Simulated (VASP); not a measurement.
The system is GaH3.

```
Ga H
1.0
     1.67533   -2.84778    0.00000
     1.67533    2.84778    0.00000
     0.00000    0.00000    3.70885
Ga H
1 3
Cartesian
  0.0000 0.0000 0.0000
  1.6753 0.9318 0.0000
  1.6753 -0.9318 0.0000
  1.6753 0.0000 0.0000
```

The cell was generated, and may not be a known phase.

```yaml
Program: VASP 6.6.1
Task: relaxation of cell and atoms
Functional: PBE
Potentials_or_basis: VASP PAW PBE potentials, release 64 (Ga_d, H)
Cutoff: 600 eV
k_mesh: 6 × 6 × 6
Occupations: gaussian, width 0.1 eV
Spin: no spin polarisation
```

At the start: pressure 24.0 GPa; volume 8.85 Å³/atom.

Q: Where does the relaxation end?

A: Over 27 steps the energy falls by 572.9 meV/atom and the volume is 9.20 Å³/atom (+4.0 %); space group Cmmm (No. 65, to 0.1 Å) before and after.

The path:
| step | energy change (eV) | largest force (eV/Å) | pressure (GPa) | volume (Å³) |
| --- | --- | --- | --- | --- |
| 1 | 0.0000 | 1.8254 | 24.01 | 35.39 |
| 2 | -1.3419 | 0.0460 | 3.12 | 42.39 |
| 3 | -1.4687 | 0.3861 | -0.55 | 44.91 |
| 4 | -1.4371 | 0.6760 | -5.51 | 50.09 |
| 5 | -1.4927 | 0.5786 | -3.37 | 47.48 |
| 6 | -1.7536 | 0.3618 | -3.35 | 46.78 |
| 7 | -1.9008 | 0.2222 | -1.68 | 45.64 |
| 8 | -1.9099 | 0.1788 | -0.92 | 45.31 |
| 9 | -1.9085 | 0.0434 | 0.54 | 44.60 |
| 10 | -1.9145 | 0.1277 | -0.29 | 45.01 |
| 11 | -1.9892 | 0.0383 | -1.03 | 44.62 |
| 12 | -2.1811 | 0.1885 | -3.12 | 43.02 |
| 13 | -1.3852 | 0.4422 | 6.35 | 37.63 |
| 14 | -2.2035 | 0.2671 | -3.09 | 42.64 |
| 15 | -2.2214 | 0.3236 | -2.65 | 41.93 |
| 16 | -2.2203 | 0.3077 | -2.87 | 42.13 |
| 17 | -2.2457 | 0.0872 | -0.89 | 38.53 |
| 18 | -2.2517 | 0.1620 | -1.48 | 39.59 |
| 19 | -2.2794 | 0.0872 | -0.34 | 37.98 |
| 20 | -2.2815 | 0.0304 | 0.60 | 37.12 |
| 21 | -2.2820 | 0.0499 | 0.29 | 37.38 |
| 22 | -2.2881 | 0.1069 | -0.25 | 37.29 |
| 23 | -2.2882 | 0.1279 | -0.41 | 37.27 |
| 24 | -2.2909 | 0.0256 | -0.28 | 36.83 |
| 25 | -2.2911 | 0.0467 | -0.32 | 36.92 |
| 26 | -2.2910 | 0.0404 | 0.41 | 36.66 |
| 27 | -2.2914 | 0.0067 | -0.05 | 36.80 |

Final structure:
```yaml
crystal:
  lattice:
    - [2.40917, -2.91003, 0.00000]
    - [2.40917, 2.91003, 0.00000]
    - [0.00000, 0.00000, 2.62449]
  atoms:
    - { symbol: Ga, position: [0.00000, 0.00000, 0.00000] }
    - { symbol: H, position: [0.32390, 0.67610, 0.00000] }
    - { symbol: H, position: [0.67610, 0.32390, 0.00000] }
    - { symbol: H, position: [0.50000, 0.50000, 0.00000] }
```

Caveat: the k points lie up to 0.40 Å⁻¹ apart in the final cell, too coarse for converged energies and pressures of a metal; a cell axis changed by over 15 % at a fixed basis, so the end point is rough.
